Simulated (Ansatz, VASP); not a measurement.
# In4SbAs3: VASP beside Ansatz

```
CELL_PARAMETERS angstrom
4.16078 0.00000 0.00000
0.00000 4.16078 0.00000
0.00000 0.00000 11.76847
ATOMIC_POSITIONS crystal
In 0.50000 0.00000 0.87500
In 0.00000 0.50000 0.12500
In 0.50000 0.00000 0.37500
In 0.00000 0.50000 0.62500
Sb 0.50000 0.50000 0.50000
As 0.00000 0.00000 0.25000
As 0.00000 0.00000 0.75000
As 0.50000 0.50000 0.00000
```

Alike in both runs: task single point; functional PBE; k mesh 4 × 4 × 2; occupations gaussian, width 0.1 eV; no spin polarisation.

|  | VASP | Ansatz |
| --- | --- | --- |
| version | VASP 6.6.1 | Ansatz 0.2.0 |
| potentials or method | VASP PAW PBE potentials, release 64 (In_d, Sb, As), cutoff 520 eV | scalar-relativistic, plane waves, PAW |
| valence electrons in the cell | 72 | 112 |

```tsv
	VASP	Ansatz	Ansatz less VASP
gap on the k mesh at the Fermi level (eV)	0.44	0.44	-0.005
least direct gap on the mesh (eV)	0.44	0.44	-0.005
pressure (GPa)	15.8	15.7	-0.07
traceless stress, the component that is largest in VASP (GPa)	-0.67	-0.66	+0.008
rms of the force components (eV/Å)	0.536	0.541	+0.0055
```

Atom by atom the forces differ by 0.005 eV/Å (rms over components). The functional is the same, so the differences come from potentials, cutoffs and numerics. VASP's potentials hold 72 valence electrons a cell and Ansatz's 112, so a difference there can come from the potentials and not from the codes.

Spin-orbit coupling is off throughout.
